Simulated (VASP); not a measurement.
Input of a VASP 6.6.1 run:

POSCAR

```
As
1.0
    1.8553776084      1.0712027616      3.4665688483
   -1.8553776084      1.0712027616      3.4665688483
    0.0000000000     -2.1424055233      3.4665688483
As
2
Direct
    0.2260000000      0.2260000000      0.2260000000
    0.7740000000      0.7740000000      0.7740000000
```

File INCAR.step1:

```
PREC = Accurate
ENCUT = 400
EDIFF = 1E-5
ISMEAR = -1
SIGMA = 0.05
LREAL = F
LASPH = T
NELM = 120
ALGO = Normal
ISIF = 2
LWAVE = T
LCHARG = F
GGA = PE
NBANDS = 22
GGA_COMPAT = F
```

The input INCAR.step2:

```
PREC = Accurate
ENCUT = 400
EDIFF = 1E-6
ISMEAR = -1
SIGMA = 0.05
LREAL = F
LASPH = T
NELM = 120
ALGO = Normal
ISIF = 2
LWAVE = F
LCHARG = F
GGA = PE
LHFCALC = T
AEXX = 0.25
PRECFOCK = Normal
ISTART = 1
NBANDS = 22
GGA_COMPAT = F
```

KPOINTS

```
regular mesh
0
Gamma
  4 4 4
```

Potentials or basis: VASP PAW PBE potentials, release 64 (As_d).

Launch:

```bash
$ cat potpaw_PBE.64/As_d/POTCAR > POTCAR
$ cp INCAR.step1 INCAR
$ mpirun -np 1 vasp_std > vasp.out
$ cp INCAR.step2 INCAR
$ mpirun -np 1 vasp_std > vasp.out
```

(1) Predict the band gap on the k mesh.

(2) Estimate the pressure.

(3) Estimate the largest force.

Results:

(1) 0.92 eV (least direct gap 1.12 eV).

(2) 4.6 GPa.

(3) 0.094 eV/Å.

Caveat: the k points lie up to 0.51 Å⁻¹ apart; the PAW data sets were made with another functional, which shifts forces and pressure a little.
